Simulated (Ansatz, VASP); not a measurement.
## One calculation of TaGe3, two programs

```
CELL_PARAMETERS angstrom
4.12444 0.00000 0.00000
0.00000 4.12444 0.00000
0.00000 0.00000 4.12444
ATOMIC_POSITIONS crystal
Ta 0.00000 0.00000 0.00000
Ge 0.00000 0.50000 0.50000
Ge 0.50000 0.00000 0.50000
Ge 0.50000 0.50000 0.00000
```

Alike in both runs: functional PBE; k mesh 12 × 12 × 12; occupations gaussian, width 0.1 eV; no spin polarisation.

Ansatz relaxed the structure, and its values are those at the end. VASP's run is a single point on that final structure, the one shown.

```csv
,VASP,Ansatz
version,VASP 6.6.1,Ansatz 0.2.0
potentials or method,"VASP PAW PBE potentials, release 64 (Ta_pv, Ge_d), cutoff 520 eV","scalar-relativistic, plane waves, PAW"
valence electrons in the cell,53,55
```

VASP gave:

| Property | Result |
| --- | --- |
| gap on the k mesh at the Fermi level (eV) | none |
| pressure (GPa) | 0.1 |

Q: What did Ansatz give for the same quantities?

A: gap on the k mesh at the Fermi level (eV): none; pressure (GPa): 0.0.

A gap of «none» marks a metal or a gap that the smearing closes. VASP's potentials hold 53 valence electrons a cell and Ansatz's 55, so a difference there can come from the potentials and not from the codes.

Neither program's run includes spin-orbit coupling.
